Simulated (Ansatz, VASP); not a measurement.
**One calculation of Rh, two programs**

File INCAR:

```
  ALGO = Normal
  EDIFF = 1E-6
  ENCUT = 520
  ISIF = 2
  ISMEAR = -1
  LASPH = True
  LCHARG = True
  LELF = True
  LREAL = False
  LVHAR = True
  LWAVE = False
  NBANDS = 14
  NELM = 60
  PREC = Accurate
  SIGMA = 0.08
```

The input KPOINTS:

```
k-points
0
Gamma
  17 17 17
```

File POSCAR:

```
Rh
1.0
    2.4798091275      0.0000000000      0.0000000000
    0.0000000000      2.4798091275      0.0000000000
    0.0000000000      0.0000000000      2.4798091275
Rh
1
Direct
    0.0000000000      0.0000000000      0.0000000000
```

Input for Ansatz:

```yaml
crystal:
  lattice:
    - [2.4798091275, 0.0, 0.0]
    - [0.0, 2.4798091275, 0.0]
    - [0.0, 0.0, 2.4798091275]
  atoms:
    - { symbol: Rh, position: [0.0, 0.0, 0.0] }
kpoints:
  mp_grid: { grid: [17, 17, 17] }
  band_path:
    path:
      - [0.0, 0.0, 0.0]
      - [0.0, 0.5, 0.0]
      - [0.5, 0.5, 0.0]
      - [0.0, 0.0, 0.0]
      - [0.5, 0.5, 0.5]
      - [0.0, 0.5, 0.0]
      - [0.5, 0.5, 0.5]
      - [0.5, 0.5, 0.0]
    npoints: 14
scf:
  occupations: { method: fermi_dirac, width: 0.08 }
hamiltonian:
  xc: lda
  pseudopotentials: { kind: all_electron, lapw: { basis_error: 0.001 } }
output:
  forces: true
  stress: true
  eigenvalues: true
  populations: true
  dos: { projected: true, de: 0.2, e_range: [-14, 8] }
```

Alike in both runs: task single point; functional LDA; k mesh 17 × 17 × 17; occupations fermi-dirac, width 0.08 eV; no spin polarisation.

|  | VASP | Ansatz |
| --- | --- | --- |
| version | VASP 6.6.1 | Ansatz 0.2.0 |
| potentials or method | VASP PAW LDA potentials, release 64 (Rh_pv), cutoff 520 eV | all-electron LAPW, scalar-relativistic |

```csv
,VASP,Ansatz,Ansatz less VASP
pressure (GPa),0.8,0.1,-0.68
```

LDA's correlation is that of Perdew and Zunger in VASP and of Perdew and Wang (1992) in Ansatz. Ansatz ran all-electron here, and VASP with PAW potentials.
